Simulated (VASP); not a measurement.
Write the native input for VASP 6.6.1 that does the following.

```
Task                   : single point
Functional             : LDA
Potentials or basis    : VASP PAW LDA potentials, release 64 (Cu_sv_GW)
Cutoff                 : 820 eV
k mesh                 : 10 × 10 × 10
Occupations            : gaussian, width 0.1 eV
Spin                   : no spin polarisation
Dipole correction      : no
Further INCAR settings : ALGO = Normal; EDIFF = 1e-06; NBANDS = 16
```

The structure of Cu lies in POSCAR:

```
Cu
1.0
    0.0000000000      1.7598111927      1.7598111927
    1.7598111927      0.0000000000      1.7598111927
    1.7598111927      1.7598111927      0.0000000000
Cu
1
Direct
    0.0000000000      0.0000000000      0.0000000000
```

The input as run:

INCAR

```
SYSTEM = Cu
PREC = Accurate ; ENCUT = 820
EDIFF = 1E-6 ; ISMEAR = 0
SIGMA = 0.1 ; LREAL = .FALSE.
LASPH = .TRUE. ; NELM = 120
ALGO = Normal ; ISIF = 2
LWAVE = .FALSE. ; LCHARG = .FALSE.
GGA = CA ; NBANDS = 16
GGA_COMPAT = .FALSE.
```

KPOINTS

```
Automatic mesh
0
G
  10 10 10
  0 0 0
```

Potentials or basis: VASP PAW LDA potentials, release 64 (Cu_sv_GW).

Run with:

```bash
$ cat potpaw_LDA.64/Cu_sv_GW/POTCAR > POTCAR
$ mpirun -np 1 vasp_std > vasp.out
```

Results of the run:

The pressure is -0.7 GPa. The band gap on the k mesh is zero (an odd number of electrons rules out a gap without spin polarisation).

Run time: 15 s on 1 thread of AMD EPYC 7R13 Processor (Zen 3), with other jobs on the host, peak memory 0.12 GiB.
